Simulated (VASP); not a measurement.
Co, 4 atoms in the cell. Symmetry: P6_3/mmc, No. 194, hexagonal system. The conventional cell has a = 2.471 Å, b = 2.471 Å, c = 8.088 Å, α = 90.00°, β = 90.00°, γ = 120.00°. Co (site symmetry -6m2) has 12 Co at 2.47 Å within 3.3 Å. Co (site symmetry -3m) has 12 Co at 2.47 Å within 3.3 Å. 

```yaml
Program: VASP 6.6.1
Task: single point
Functional: PBEsol
Potentials_or_basis: VASP PAW PBE potentials, release 64 (Co)
Cutoff: 520 eV
k_mesh: 12 × 12 × 4
Occupations: fermi-dirac, width 0.05 eV
Spin: collinear spin, ferromagnetic start
Starting_moments: "[2.0, 2.0, 2.0, 2.0] μB"
Hubbard_terms: Co d U = 4.0 eV
Dipole_correction: no
Further_INCAR_settings: ALGO = Normal; EDIFF = 1e-06; NBANDS = 30
```

Potentials or basis: VASP PAW PBE potentials, release 64 (Co).

The run is started by

```bash
$ cat potpaw_PBE.64/Co/POTCAR > POTCAR
$ mpirun -np 1 vasp_std > vasp.out
```

Hardware: 1 thread of Intel Xeon 8259CL, on a shared host.

Q: How long does it take, and how much memory?

A: Wall time 5.4 min on 1 thread of Intel Xeon 8259CL (shared host), peak memory 0.23 GiB. Counts: scf iterations 22, k points 57.
